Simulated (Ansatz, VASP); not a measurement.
Two plane-wave programs on Be2CdO3

```
Be Cd O
1.0
     3.06320    0.00000    0.00000
    -1.53160    2.65281    0.00000
     0.00000    0.00000    7.57258
Be Cd O
2 1 3
Direct
  0.66667 0.33333 0.37519
  0.33333 0.66667 0.62481
  0.00000 0.00000 0.00000
  0.66667 0.33333 0.18696
  0.33333 0.66667 0.81304
  0.00000 0.00000 0.50000
```

Alike in both runs: functional PBE; k mesh 4 × 4 × 2; occupations gaussian, width 0.15 eV; no spin polarisation.

Ansatz relaxed the structure, and its values are those at the end. VASP's run is a single point on that final structure, the one shown.

|  | VASP | Ansatz |
| --- | --- | --- |
| version | VASP 6.6.1 | Ansatz 0.2.0 |
| potentials or method | VASP PAW PBE potentials, release 64 (Be, Cd, O), cutoff 600 eV | scalar-relativistic, plane waves, PAW |
| valence electrons in the cell | 34 | 42 |

```tsv
	VASP	Ansatz	Ansatz less VASP
gap on the k mesh at the Fermi level (eV)	0.63	0.63	+0.001
least direct gap on the mesh (eV)	0.71	0.72	+0.002
pressure (GPa)	0.4	-0.1	-0.53
rms of the force components (eV/Å)	0.048	0.006	-0.0425
```

The functional is the same, so the differences come from potentials, cutoffs and numerics. VASP's potentials hold 34 valence electrons a cell and Ansatz's 42, so a difference there can come from the potentials and not from the codes.

The k mesh is coarse, so the values compare programs but aren't converged.
